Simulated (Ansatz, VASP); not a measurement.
# Ta2N in VASP and in Ansatz

```
CELL_PARAMETERS angstrom
3.11286 0.00000 0.00000
-1.55643 2.69582 0.00000
0.00000 0.00000 4.86984
ATOMIC_POSITIONS crystal
Ta 0.66667 0.33333 0.74529
Ta 0.33333 0.66667 0.25471
N 0.00000 0.00000 0.00000
```

Alike in both runs: task single point; functional PBE; k mesh 3 × 3 × 2; no spin polarisation.

|  | VASP | Ansatz |
| --- | --- | --- |
| version | VASP 6.6.1 | Ansatz 0.2.0 |
| potentials or method | VASP PAW PBE potentials, release 64 (Ta_pv, N), cutoff 600 eV | scalar-relativistic, plane waves, PAW |
| occupations | fermi-dirac, width 0.25852 eV | fermi-dirac |
| valence electrons in the cell | 27 | 31 |

```csv
,VASP,Ansatz,Ansatz less VASP
gap on the k mesh at the Fermi level (eV),none,none,-
rms of the force components (eV/Å),0.403,0.380,-0.0224
```

Atom by atom the forces differ by 0.022 eV/Å (rms over components). A gap of «none» marks a metal or a gap that the smearing closes. VASP's potentials hold 27 valence electrons a cell and Ansatz's 31, so a difference there can come from the potentials and not from the codes.

The k mesh is coarse, so the values compare programs but aren't converged. Spin-orbit coupling is off throughout.
